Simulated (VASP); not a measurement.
AlN:

```
Al N
1.0
     0.00000    2.03452    2.03452
     2.03452    0.00000    2.03452
     2.03452    2.03452    0.00000
Al N
1 1
Direct
  0.50000 0.50000 0.50000
  0.00000 0.00000 0.00000
```

- Program: VASP 6.6.1
- Task: relaxation of cell and atoms
- Functional: HSE06
- Potentials or basis: VASP PAW PBE potentials, release 64 (Al, N)
- Cutoff: 600 eV
- k mesh: 6 × 6 × 6
- Occupations: gaussian, width 0.02 eV
- Spin: no spin polarisation

At the start: pressure -7.6 GPa; volume 8.42 Å³/atom.

**Question.** Where does the relaxation end?

**Answer.** Over 3 steps the energy falls by 5.7 meV/atom and the volume is 8.19 Å³/atom (-2.8 %); space group Fm-3m (No. 225, to 0.05 Å).

Step by step:
```csv
step,energy change (eV),largest force (eV/Å),pressure (GPa),volume (Å³)
1,0.0000,0.0000,-7.57,16.84
2,0.0014,0.0000,8.82,15.89
3,-0.0115,0.0000,-0.04,16.37
```

Final structure:
```
CELL_PARAMETERS angstrom
0.00000 2.01535 2.01535
2.01535 0.00000 2.01535
2.01535 2.01535 0.00000
ATOMIC_POSITIONS crystal
Al 0.50000 0.50000 0.50000
N 0.00000 0.00000 0.00000
```

Caveat: the k points lie up to 0.45 Å⁻¹ apart in the final cell; the PAW data sets were made with another functional, which shifts forces and pressure a little.
